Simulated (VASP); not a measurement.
Write the native input for VASP 6.6.1 that does the following.

```
Task                   : single point
Functional             : LDA
Potentials or basis    : VASP PAW LDA potentials, release 64 (Al)
Cutoff                 : 520 eV
k mesh                 : 9 × 9 × 3
Occupations            : fermi-dirac, width 0.15 eV
Spin                   : no spin polarisation
Dipole correction      : no
Further INCAR settings : ALGO = Normal; EDIFF = 1e-07; NBANDS = 14
```

The structure of Al lies in POSCAR:

```
Al
1.0
    2.7495835011      0.0000000000      0.0000000000
   -1.3747922368      2.3812096476      0.0000000000
    0.0000000000      0.0000000000      8.9341941495
Al
4
Direct
    0.0000000000      0.0000000000      0.0000000000
    0.3333333333      0.6666666667      0.2500000000
    0.0000000000      0.0000000000      0.5000000000
    0.6666666667      0.3333333333      0.7500000000
```

The input as run:

INCAR

```
SYSTEM = Al
PREC     = Accurate       ! precision mode
ENCUT    = 520            ! plane-wave cutoff, eV
EDIFF    = 1E-7           ! SCF threshold, eV
ISMEAR   = -1             ! smearing method
SIGMA    = 0.15           ! smearing width, eV
LREAL    = .FALSE.        ! projectors in reciprocal space
LASPH    = .TRUE.         ! aspherical terms in the spheres
NELM     = 80             ! most SCF steps
ALGO     = Normal         ! electronic algorithm
ISIF     = 2              ! what is computed and relaxed
LWAVE    = .FALSE.        ! write WAVECAR
LCHARG   = .FALSE.        ! write CHGCAR
NBANDS   = 14             ! bands
```

KPOINTS

```
regular mesh
0
G
  9 9 3
  0 0 0
```

Potentials or basis: VASP PAW LDA potentials, release 64 (Al).

Command:

```console
$ cat potpaw_LDA.64/Al/POTCAR > POTCAR
$ mpirun -np 1 vasp_std > vasp.out
```

It gave:

* Pressure: 8.2 GPa
* Band gap on the k mesh: zero (band 6 reaches 13.28 eV, above the bottom of band 7 at 7.68 eV)

It took 12 s on 1 thread of AMD EPYC 7R13 Processor (Zen 3) (shared host), peak memory 0.11 GiB.
